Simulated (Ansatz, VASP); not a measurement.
**Nb in VASP and in Ansatz**

File INCAR:

```
PREC = Accurate
ENCUT = 520
EDIFF = 1E-6
ISMEAR = -1
SIGMA = 0.025
LREAL = F
LASPH = T
NELM = 60
ALGO = Normal
ISIF = 2
LWAVE = F
LCHARG = F
GGA = RP
NBANDS = 12
```

Contents of KPOINTS:

```
regular mesh
0
Gamma
  8 8 8
```

POSCAR

```
Nb
1.0
    0.0344640000      2.1032460000      2.1544330000
    2.1110590000      0.0203530000      2.1685440000
    2.1113850000      2.1176830000      0.0200270000
Nb
1
Direct
    0.0130700000      0.0069910000     -0.0116560000
```

The input input.yaml:

```yaml
crystal:
  lattice:
    - [0.034464, 2.103246, 2.154433]
    - [2.111059, 0.020353, 2.168544]
    - [2.111385, 2.117683, 0.020027]
  atoms:
    - { symbol: Nb, position: [0.01307, 0.006991, -0.011656] }
hamiltonian:
  xc: rpbe
  pseudopotentials: { kind: paw, accuracy: standard }
kpoints:
  mp_grid: { grid: [8, 8, 8] }
  band_path:
    path:
      - [[0.0, 0.5, 0.0], [0.0, 0.0, 0.0], [-0.5, -0.5, -0.5]]
      - [[-0.5, 0.0, -0.5], [0.0, 0.0, 0.0], [0.0, 0.0, 0.5]]
      - [[0.0, 0.5, 0.5], [0.0, 0.0, 0.0], [-0.5, -0.5, 0.0]]
      - [[-0.5, 0.0, 0.0], [0.0, 0.0, 0.0]]
    npoints: 14
scf:
  occupations: { method: fermi_dirac, width: 0.025 }
  n_extra_bands: 6
output:
  forces: true
  stress: true
  eigenvalues: true
  fatbands: true
  write_density: true
  write_potential: true
  elf: true
  volumetric_format: npy
```

Change from the starting cell: cell strained at random at fixed volume.

Alike in both runs: functional RPBE; k mesh 8 × 8 × 8; occupations fermi-dirac, width 0.025 eV; no spin polarisation.

|  | VASP | Ansatz |
| --- | --- | --- |
| version | VASP 6.6.1 | Ansatz 0.2.0 |
| potentials or method | VASP PAW PBE potentials, release 64 (Nb_sv) | SSSP efficiency PAW |
| plane-wave cutoff (eV) | 520 | 544 |
| valence electrons in the cell | 13 | 13 |
| task | single point | band structure |

```csv
,VASP,Ansatz,Ansatz less VASP
gap on the k mesh at the Fermi level (eV),none,none,-
pressure (GPa),0.4,0.9,+0.47
"traceless stress, the component that is largest in VASP (GPa)",3.56,3.57,+0.008
```

VASP's potentials were made for PBE, not for RPBE. A gap of «none» marks a metal or a gap that the smearing closes.
